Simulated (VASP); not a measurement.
Input of a VASP 6.6.1 run:

File INCAR:

```
  PREC = Accurate
  ENCUT = 520
  EDIFF = 1E-7
  ISMEAR = 0
  SIGMA = 0.15
  LREAL = F
  LASPH = T
  NELM = 60
  ALGO = Fast
  ISIF = 2
  LWAVE = F
  LCHARG = T
  GGA = PS
  LELF = T
  LVHAR = T
  NBANDS = 12
```

The input KPOINTS:

```
Automatic mesh
0
Gamma
  20 20 20
```

POSCAR

```
Ti
1.0
   -1.6163850000      1.6163850000      1.6902300000
    1.6163850000     -1.6163850000      1.6902300000
    1.6163850000      1.6163850000     -1.6902300000
Ti
1
Direct
    0.0000000000      0.0000000000      0.0000000000
```

Potentials or basis: VASP PAW PBE potentials, release 64 (Ti_sv).

The run is started by

```bash
$ cat potpaw_PBE.64/Ti_sv/POTCAR > POTCAR
$ mpirun -np 1 vasp_std > vasp.out
```

Problem. Estimate the band gap on the k mesh.

Solution. Zero (band 6 reaches 8.74 eV, above the bottom of band 7 at 7.18 eV).

Problem. What does it give for the pressure?

Solution. -6.7 GPa.

Stress tensor (GPa, compression positive):
```
-7.06  0.00  0.00
 0.00 -7.06  0.00
 0.00  0.00 -6.09
```

Caveat: the cell differs from its parent crystal (strain -0.015 along x and y, +0.030 along z); the PAW data sets were made with another functional, which shifts forces and pressure a little.
